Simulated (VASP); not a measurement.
The system is K2H3Au.

```
K H Au
1.0
     4.41621    0.00000    0.00000
    -2.20810    3.82455    0.00000
     0.00000    0.00000    7.39909
K H Au
2 3 1
Direct
  0.66667 0.33333 0.70070
  0.33333 0.66667 0.29930
  0.66667 0.33333 0.34622
  0.33333 0.66667 0.65378
  0.00000 0.00000 0.50000
  0.00000 0.00000 0.00000
```

* Program: VASP 6.6.1
* Task: relaxation of cell and atoms
* Functional: PBEsol
* Potentials or basis: VASP PAW PBE potentials, release 64 (K_sv, H, Au)
* Cutoff: 600 eV
* k mesh: 6 × 6 × 4
* Occupations: fermi-dirac, width 0.03 eV
* Spin: no spin polarisation

At the start: pressure -0.4 GPa; volume 20.83 Å³/atom.

Task: How do energy, volume and symmetry change on relaxing?

Result: Over 41 steps the energy falls by 111.2 meV/atom and the volume is 16.27 Å³/atom (-21.9 %); space group P-3m1 (No. 164, to 0.1 Å) before and after.

The path:
| step | energy change (eV) | largest force (eV/Å) | pressure (GPa) | volume (Å³) |
| --- | --- | --- | --- | --- |
| 1 | 0.0000 | 0.3110 | -0.40 | 124.97 |
| 3 | -0.0378 | 0.2202 | -0.05 | 121.20 |
| 5 | -0.0520 | 0.1361 | 0.45 | 117.55 |
| 7 | -0.0791 | 0.1564 | -0.20 | 122.05 |
| 9 | -0.0977 | 0.0934 | 0.17 | 119.82 |
| 11 | -0.1386 | 0.0157 | 0.06 | 120.66 |
| 13 | -0.0113 | 1.0450 | 0.12 | 123.51 |
| 15 | -0.1815 | 0.2299 | -0.03 | 122.01 |
| 17 | -0.2153 | 0.2639 | -0.16 | 122.46 |
| 19 | -0.2143 | 0.7529 | -0.65 | 123.61 |
| 21 | -0.2830 | 0.4323 | -0.58 | 123.01 |
| 23 | -0.3852 | 0.2886 | -1.54 | 120.36 |
| 25 | -0.4188 | 0.2835 | -1.18 | 119.10 |
| 27 | -0.5287 | 0.3129 | 0.97 | 101.66 |
| 29 | -0.5875 | 0.1828 | -0.17 | 100.74 |
| 31 | -0.6325 | 0.2492 | 0.07 | 95.52 |
| 33 | -0.6481 | 0.1180 | 0.03 | 95.83 |
| 35 | -0.6587 | 0.0967 | 0.22 | 95.87 |
| 37 | -0.6656 | 0.0692 | -0.13 | 98.05 |
| 39 | -0.6668 | 0.0199 | 0.06 | 97.43 |
| 41 | -0.6670 | 0.0044 | -0.01 | 97.63 |

Final structure:
```
K H Au
1.0
     3.47060    0.00000    0.00000
    -1.73530    3.00563    0.00000
     0.00000    0.00000    9.35930
K H Au
2 3 1
Direct
  0.66667 0.33333 0.71865
  0.33333 0.66667 0.28135
  0.66667 0.33333 0.43779
  0.33333 0.66667 0.56221
  0.00000 0.00000 0.50000
  0.00000 0.00000 0.00000
```

Caveat: the volume moved by over 15 % at a fixed basis, so the end points are rough; the PAW data sets were made with another functional, which shifts forces and pressure a little.
